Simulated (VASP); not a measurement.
A run of VASP 6.6.1:

File INCAR:

```
SYSTEM = Pt
PREC = Accurate ; ENCUT = 520
EDIFF = 1E-6 ; ISMEAR = -1
SIGMA = 0.05 ; LREAL = .False.
LASPH = .True. ; NELM = 100
ALGO = Normal ; ISIF = 2
LWAVE = .False. ; LCHARG = .True.
LELF = .True. ; LVHAR = .True.
NBANDS = 11
```

File KPOINTS:

```
regular mesh
0
Gamma
  11 11 11
  0 0 0
```

The input POSCAR:

```
Pt
1.0
   -1.5513281107      1.5513281107      1.5513281107
    1.5513281107     -1.5513281107      1.5513281107
    1.5513281107      1.5513281107     -1.5513281107
Pt
1
Direct
    0.0000000000      0.0000000000      0.0000000000
```

Potentials or basis: VASP PAW LDA potentials, release 64 (Pt).

Launch:

```sh
$ cat potpaw_LDA.64/Pt/POTCAR > POTCAR
$ mpirun -np 1 vasp_std > vasp.out
```

Hardware: 1 thread of Intel(R) Xeon(R) Platinum 8488C (Sapphire Rapids) (shared host).

Question: Estimate the wall time of this run.

Answer: Wall time 6.4 s on 1 thread of Intel(R) Xeon(R) Platinum 8488C (Sapphire Rapids) (shared host), peak memory 0.12 GiB. Counts: scf iterations 11, k points 56.
